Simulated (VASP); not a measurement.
Here is a VASP 6.6.1 calculation.

INCAR

```
PREC = Accurate
ENCUT = 520
EDIFF = 1E-8
ISMEAR = -1
SIGMA = 0.01
LREAL = F
LASPH = T
NELM = 60
ALGO = Normal
ISIF = 2
LWAVE = F
LCHARG = F
GGA = PE
LEFG = T
NBANDS = 13
```

The input KPOINTS:

```
regular mesh
0
Gamma
  11 11 8
```

The input POSCAR:

```
O
1.0
    2.6468210008     -1.6797981144      0.0000000000
    2.6468210008      1.6797981144      0.0000000000
   -1.9252181375      0.0000000000      3.6721297957
O
2
Direct
    0.0640000000      0.0640000000      0.1530000000
    0.9360000000      0.9360000000      0.8470000000
```

Potentials or basis: VASP PAW PBE potentials, release 64 (O).

The run is started by

```console
$ cat potpaw_PBE.64/O/POTCAR > POTCAR
$ mpirun -np 1 vasp_std > vasp.out
```

**Question.** Predict the pressure.

**Answer.** 17.3 GPa.

**Question.** Estimate the largest force.

**Answer.** 11.231 eV/Å.

**Question.** Predict the band gap on the k mesh.

**Answer.** Zero (bands 6 and 7 overlap by 0.68 eV).

Forces on the atoms (eV/Å):
```
O     0.633   0.000  11.213
O    -0.633   0.000 -11.213
```

Caveat: the standard files for N, O and F lose accuracy on very short bonds; spin is off for a triplet molecule; the stress differs along the axes, from -6 to 62 GPa; this functional lacks dispersion, which holds the molecules together, so the pressure and a relaxed volume are unreliable; without QUAD_EFG the Cq values of the log hold for a quadrupole moment of 1 mb, not for the nuclei; forces of over 1 eV/Å act on the atoms, so gaps and moduli don't describe the material at rest.
